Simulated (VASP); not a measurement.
Here is a VASP 6.6.1 calculation.

Contents of INCAR:

```
  ALGO = Normal
  DIPOL = 0.5 0.5 0.392
  EDIFF = 1E-7
  ENCUT = 520
  GGA = PE
  IDIPOL = 3
  ISIF = 2
  ISMEAR = 0
  ISPIN = 2
  LASPH = T
  LCHARG = T
  LDIPOL = T
  LELF = T
  LORBIT = 11
  LREAL = F
  LVACPOTAV = T
  LVHAR = T
  LWAVE = F
  MAGMOM = 0 0 0 0 0 0 0 0 1 0
  NBANDS = 34
  NELM = 150
  PREC = Accurate
  SIGMA = 0.05
```

The input KPOINTS:

```
k-points
0
Gamma
  9 9 1
```

File POSCAR:

```
Si8HC
1.0
    3.8510821442      0.0000000000      0.0000000000
   -1.9255410721      3.3351349689      0.0000000000
    0.0000000000      0.0000000000     26.8458746172
Si C H
8 1 1
Direct
    0.6666666667      0.3333333333      0.1489986844
    0.3333333333      0.6666666667      0.1788388461
    0.3333333333      0.6666666667      0.2675398281
    0.6666666667      0.3333333333      0.2973799898
    0.6666666667      0.3333333333      0.3858904280
    0.3333333333      0.6666666667      0.4151444499
    0.3333333333      0.6666666667      0.5054874222
    0.6666666667      0.3333333333      0.5306541441
    1.3333333333      0.6666666667      0.5722381382
    1.3333333333      0.6666666667      0.6129227900
```

Potentials or basis: VASP PAW PBE potentials, release 64 (Si, C, H).

Command:

```sh
$ cat potpaw_PBE.64/Si/POTCAR potpaw_PBE.64/C/POTCAR potpaw_PBE.64/H/POTCAR > POTCAR
$ mpirun -np 1 vasp_std > vasp.out
```

(1) Predict the largest force.

(2) What does it give for the net moment?

## Answers

(1) 1.190 eV/Å.

(2) 0.00 μB per cell.
